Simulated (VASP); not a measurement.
Here is a VASP 6.6.1 calculation.

INCAR

```
SYSTEM = GaSb3
ALGO = Normal
EDIFF = 1E-7
ENCUT = 520
GGA = PS
ISIF = 2
ISMEAR = 0
IVDW = 12
LASPH = .True.
LCHARG = .True.
LELF = .True.
LREAL = .False.
LVHAR = .True.
LWAVE = .False.
NBANDS = 22
NELM = 80
PREC = Accurate
SIGMA = 0.15
```

The input KPOINTS:

```
k-points
0
Gamma
  12 12 12
  0 0 0
```

File POSCAR:

```
GaSb3
1.0
    0.0000000000      3.5855047185      3.5855047185
    3.5855047185      0.0000000000      3.5855047185
    3.5855047185      3.5855047185      0.0000000000
Ga Sb
1 3
Direct
    0.0000000000      0.0000000000      0.0000000000
    0.2221099237      0.2778900763      0.2221099237
    0.7221099237      0.7778900763      0.7221099237
    0.4721099237      0.5278900763      0.4721099237
```

Potentials or basis: VASP PAW PBE potentials, release 64 (Ga_d, Sb).

Command:

```bash
$ cat potpaw_PBE.64/Ga_d/POTCAR potpaw_PBE.64/Sb/POTCAR > POTCAR
$ mpirun -np 1 vasp_std > vasp.out
```

(1) Predict the pressure.

(2) Predict the band gap on the k mesh.

## Answers

(1) 0.9 GPa.

(2) zero (bands 14 and 15 overlap by 4.19 eV).

Caveat: the cell differs from its parent crystal (all Sb atoms moved -0.200 Å, as atom 2 along Cartesian [0 1 0]); the PAW data sets were made with another functional, which shifts forces and pressure a little; spin-orbit coupling is left out, which moves the levels of the heavy elements.
